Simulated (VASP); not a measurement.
# KCl in VASP: notebook, part 2 of 2

VASP 6.6.1.

### Step 3. Single point, PBEsol (atoms displaced along a vibrational mode, the cell strained)

Input file INCAR:

```
SYSTEM = KCl
PREC     = Accurate       ! precision mode
ENCUT    = 520            ! plane-wave cutoff, eV
EDIFF    = 1E-6           ! SCF threshold, eV
ISMEAR   = 0              ! smearing method
SIGMA    = 0.05           ! smearing width, eV
LREAL    = .FALSE.        ! projectors in reciprocal space
LASPH    = .TRUE.         ! aspherical terms in the spheres
NELM     = 80             ! most SCF steps
ALGO     = Normal         ! electronic algorithm
ISIF     = 2              ! what is computed and relaxed
LWAVE    = .FALSE.        ! write WAVECAR
LCHARG   = .FALSE.        ! write CHGCAR
GGA      = PS             ! functional
NBANDS   = 24             ! bands
```

Input file KPOINTS:

```
regular mesh
0
G
  6 6 6
  0 0 0
```

Input file POSCAR:

```
KCl
1.0
    0.0000000000     -3.1207041401     -3.0479917336
   -3.1207041401      0.0000000000     -3.0479917336
    3.1207041401      3.1207041401     -6.0959834673
K Cl
2 2
Direct
    0.5000000000      0.5000000000      0.5000000000
    0.0000000000      1.0000000000      0.0000000000
    0.7609961857      0.7549528727      0.7500000000
    0.2390038143      0.2450471273      0.2500000000
```

Potentials or basis: VASP PAW PBE potentials, release 64 (K_sv, Cl).

Started as:

```
$ cat potpaw_PBE.64/K_sv/POTCAR potpaw_PBE.64/Cl/POTCAR > POTCAR
$ mpirun -np 1 vasp_std > vasp.out
```

OUTCAR:

```text
SYSTEM = KCl
   PREC = Accurate
   ENCUT = 520
   EDIFF = 1E-6
   ISMEAR = 0
   LREAL = .FALSE.
   LASPH = .TRUE.
   NELM = 80
   ISIF = 2
   GGA = PS

 ion  position               nearest neighbor table
   1  0.500  0.500  0.500-   4 3.09   3 3.09   4 3.10   3 3.10   3 3.11   4 3.11
   2  0.000  0.000  0.000-   3 3.00   4 3.00   3 3.14   4 3.14   3 3.16   4 3.16
   3  0.761  0.755  0.750-   2 3.00   1 3.09   1 3.10   1 3.11   2 3.14   2 3.16
   4  0.239  0.245  0.250-   2 3.00   1 3.09   1 3.10   1 3.11   2 3.14   2 3.16

  LATTYP: Found a base centered monoclinic cell.
 ALAT       =     7.5258622823
 B/A-ratio  =     0.5864234494
 C/A-ratio  =     1.0000000000
 COS(beta)  =    -0.3122150761

  Lattice vectors:

 A1 = (   0.0000000000,   3.1207041401,   3.0479917336)
 A2 = (   3.1207041401,   0.0000000000,   3.0479917336)
 A3 = (   3.1207041401,   3.1207041401,  -6.0959834673)

Analysis of symmetry for initial positions (statically):
=====================================================================
 Subroutine PRICEL returns:
 Original cell was already a primitive cell.

 Routine SETGRP: Setting up the symmetry group for a
 base centered monoclinic supercell.

 Subroutine GETGRP returns: Found  2 space group operations
 (whereof  2 operations were pure point group operations)
 out of a pool of  4 trial point group operations.

The static configuration has the point symmetry S_2 .

Analysis of symmetry for dynamics (positions and initial velocities):
=====================================================================
 Subroutine PRICEL returns:
 Original cell was already a primitive cell.

 Routine SETGRP: Setting up the symmetry group for a
 base centered monoclinic supercell.

 Subroutine GETGRP returns: Found  2 space group operations
 (whereof  2 operations were pure point group operations)
 out of a pool of  4 trial point group operations.

The dynamic configuration has the point symmetry S_2 .

 Subroutine INISYM returns: Found  2 space group operations
 (whereof  2 operations are pure point group operations),
 and found     1 'primitive' translations

----------------------------------------------------------------------------------------

                                     Primitive cell

  volume of cell :     118.7351

  direct lattice vectors                    reciprocal lattice vectors
     0.000000000 -3.120704140 -3.047991734     0.080110125 -0.240330376 -0.082021220
    -3.120704140  0.000000000 -3.047991734    -0.240330376  0.080110125 -0.082021220
     3.120704140  3.120704140 -6.095983467     0.080110125  0.080110125 -0.082021220

  length of vectors
     4.362229698  4.362229698  7.525862282     0.266277679  0.266277679  0.139866883

  position of ions in fractional coordinates (direct lattice)
     0.500000000  0.500000000  0.500000000
     0.000000000  0.000000000  0.000000000
     0.760996186  0.754952873  0.750000000
     0.239003814  0.245047127  0.250000000

  ion indices of the primitive-cell ions
   primitive index   ion index
                 1           1
                 2           2
                 3           3
[... 21 lines left out ...]
     0.000000000  0.000000000  0.000000000

 Subroutine IBZKPT returns following result:
 ===========================================

 Found    112 irreducible k-points:

 Following reciprocal coordinates:
            Coordinates               Weight
  0.000000  0.000000  0.000000      1.000000
  0.166667 -0.000000  0.000000      2.000000
  0.000000 -0.166667 -0.000000      2.000000
  0.333333 -0.000000  0.000000      2.000000
  0.000000 -0.333333 -0.000000      2.000000
  0.500000 -0.000000 -0.000000      1.000000
[... 16 lines left out ...]
  0.000000 -0.166667 -0.166667      2.000000
  0.333333 -0.000000  0.166667      2.000000
 [... further k-points ...]
   k-points           NKPTS =    112   k-points in BZ     NKDIM =    112   number of bands    NBANDS=     24
   number of dos      NEDOS =    301   number of ions     NIONS =      4
   total plane-waves  NPLWV =  57344
   dimension x,y,z NGX =    32 NGY =   32 NGZ =   56
   dimension x,y,z NGXF=    64 NGYF=   64 NGZF=  112
   ions per type =               2   2
   NGX,Y,Z   is equivalent  to a cutoff of  12.20, 12.20, 12.37 a.u.
   NGXF,Y,Z  is equivalent  to a cutoff of  24.39, 24.39, 24.74 a.u.
 SYSTEM =  KCl
   PREC   = accura    normal or accurate (medium, high low for compatibility)
   ISTART =      0    job   : 0-new  1-cont  2-samecut
   ICHARG =      2    charge: 1-file 2-atom 10-const
   ISPIN  =      1    spin polarized calculation?
   LNONCOLLINEAR =      F non collinear calculations
   LSORBIT =      F    spin-orbit coupling
   LASPH  =      T    aspherical Exc in radial PAW
   ENCUT  =  520.0 eV  38.22 Ry    6.18 a.u.   8.11  8.11 13.99*2*pi/ulx,y,z
   NELM   =     80;   NELMIN=  2; NELMDL= -5     # of ELM steps
   EDIFF  = 0.1E-05   stopping-criterion for ELM
   LREAL  =      F    real-space projection
   EDIFFG = 0.1E-04   stopping-criterion for IOM
   NSW    =      0    number of steps for IOM
   IBRION =     -1    ionic relax: 0-MD 1-quasi-New 2-CG
   NFREE  =      0    steps in history (QN), initial steepest desc. (CG)
   ISIF   =      2    stress and relaxation
   ISYM   =      2    0-nonsym 1-usesym 2-fastsym
   POTIM  = 0.5000    time-step for ionic-motion
   TEBEG  =    0.0;   TEEND  =   0.0 temperature during run
   PSTRESS=    0.0 pullay stress
   NELECT =      32.0000    total number of electrons
   NUPDOWN=      -1.0000    fix difference up-down
   EMIN   =  10.00;   EMAX   =-10.00  energy-range for DOS
   EFERMI =   0.00;   METHOD = LEGACY
   ISMEAR =     0;   SIGMA  =   0.05  broadening in eV -4-tet -1-fermi 0-gaus
   EFERMI_NEDOS =   21; number of points for ismear=-14 and -15
   IALGO  =     38    algorithm
   IMIX   =      4    mixing-type and parameters
     AMIX     =   0.40;   BMIX     =  1.00
     AMIX_MAG =   1.60;   BMIX_MAG =  1.00
  volume/ion in A,a.u.               =      29.68       200.32
  Fermi-wavevector in a.u.,A,eV,Ry     =   1.057463  1.998315 15.214415  1.118228
  Thomas-Fermi vector in A             =   2.192737
   LORBIT       =      0    0 simple, 1 ext, 2 COOP (PROOUT), +10 PAW based schemes
   GGA     = PS    functional components
   LHFCALC =     F    Hartree Fock is set to
   AEXX    =    0.0000 exact exchange contribution
   IVDW    =     0    specifies the selected vdW correction
   LEPSILON=     F    determine dielectric tensor
   LRPA    =     F    only Hartree local field effects (RPA)
 non-spin polarized calculation
 Gauss-broadening in eV      SIGMA  =   0.05
  energy-cutoff  :      520.00
  volume of cell :      118.74
 maximum number of plane-waves:      3212
   NGX = 17   NGY = 17   NGZ = 27

 number of electron      32.0000002 magnetization

 Free energy of the ion-electron system (eV)
  ---------------------------------------------------
  ext. energy  EPLUGINS =         0.00000000
  ---------------------------------------------------
  free energy    TOTEN  =       -14.02677567 eV

  energy without entropy =      -14.02677567  energy(sigma->0) =      -14.02677567

 E-fermi :  -1.4368     XC(G=0):  -7.9291

 val. band max:       -1.6912929144   @ k =   0.0000   0.0000   0.0000
 cond. band min:       3.4666908073   @ k =   0.0000   0.0000   0.0000
 fundamental gap:      5.1579837217
 Fermi energy:        -1.4368291622

 k-point     1 :       0.0000    0.0000    0.0000
  band No.  band energies     occupation
      1     -28.6375      2.00000
      2     -28.6218      2.00000
      3     -14.0678      2.00000
      4     -13.8589      2.00000
      5     -12.1797      2.00000
      6     -12.1749      2.00000
[... 637 lines left out ...]
     23       8.0900      0.00000
     24       8.5461      0.00000

 [... further k-points ...]

------------------------ aborting loop because EDIFF is reached ----------------------------------------

  FORCE on cell =-STRESS in cart. coord.  units (eV):
  Direction    XX          YY          ZZ          XY          YZ          ZX
  --------------------------------------------------------------------------------------
  -------------------------------------------------------------------------------------
  Total        0.1587376      0.1783940      1.0108799     -0.0009914     -0.0123731     -0.0063171
  in kB        2.1419600      2.4071986     13.6405276     -0.0133773     -0.1669585     -0.0852415
  external PRESSURE =       6.0632287 kB  Pullay stress =       0.0000000 kB

 VOLUME and BASIS-vectors are now :
 -----------------------------------------------------------------------------
  energy-cutoff  :      520.00
  volume of cell :      118.74
      direct lattice vectors                 reciprocal lattice vectors
     0.000000000 -3.120704140 -3.047991734     0.080110125 -0.240330376 -0.082021220
    -3.120704140  0.000000000 -3.047991734    -0.240330376  0.080110125 -0.082021220
     3.120704140  3.120704140 -6.095983467     0.080110125  0.080110125 -0.082021220

 POSITION                                       TOTAL-FORCE (eV/Angst)
 -----------------------------------------------------------------------------------
      0.00000      0.00000     -6.09598        -0.000000      0.000000      0.000000
      0.00000      0.00000      0.00000         0.000000      0.000000      0.000000
     -0.01546     -0.03432     -9.19259         0.023222      0.052375      0.107877
      0.01546      0.03432     -2.99938        -0.023222     -0.052375     -0.107877
 -----------------------------------------------------------------------------------
    total drift:                               -0.000000     -0.000000      0.000000

  FREE ENERGIE OF THE ION-ELECTRON SYSTEM (eV)
  ---------------------------------------------------
  free  energy   TOTEN  =       -14.0267756712 eV

  energy  without entropy=      -14.0267756712  energy(sigma->0) =      -14.02677567
```

It took 7.1 min on 1 thread of Intel Xeon 8259CL, shared host; peak memory 0.4 GiB.

Results:

* Free energy: -14.0268 eV
* Pressure: 0.6 GPa
* Largest force: 0.122 eV/Å
* Band gap on the k mesh: 5.16 eV

Forces in eV/Å, atoms in the order of the input:
```
K    0.000  0.000  0.000
K    0.000  0.000  0.000
Cl   0.023  0.052  0.108
Cl  -0.023 -0.052 -0.108
```

Stress tensor (GPa, compression positive):
```
 0.21  0.00 -0.01
 0.00  0.24 -0.02
-0.01 -0.02  1.36
```

Levels at points of the mesh, in eV from the valence-band top:
| k point | band 14 | band 15 | band 16 | band 17 | band 18 | band 19 |
| --- | --- | --- | --- | --- | --- | --- |
| (0.00, 0.00, 0.00) | -0.02 | -0.02 | 0.00 | 5.16 | 7.54 | 8.23 |
| (0.50, 0.00, 0.00) | -0.44 | -0.33 | -0.31 | 7.25 | 7.31 | 8.32 |
| (0.00, 0.50, 0.00) | -0.45 | -0.33 | -0.31 | 7.26 | 7.30 | 8.32 |
| (0.50, 0.50, 0.00) | -0.39 | -0.28 | -0.28 | 6.31 | 7.54 | 8.44 |
| (0.00, 0.00, 0.50) | -0.22 | -0.21 | -0.20 | 6.46 | 6.47 | 8.08 |
| (0.50, 0.00, 0.50) | -0.39 | -0.25 | -0.24 | 6.34 | 7.54 | 8.41 |
| (0.00, 0.50, 0.50) | -0.39 | -0.25 | -0.24 | 6.35 | 7.54 | 8.41 |
| (0.50, 0.50, 0.50) | -0.42 | -0.35 | -0.32 | 7.19 | 7.28 | 8.30 |

Caveat: the cell differs from its parent crystal (atoms displaced along a vibrational mode, the cell strained); the PAW data sets were made with another functional, which shifts forces and pressure a little. A k mesh can miss the band edges.
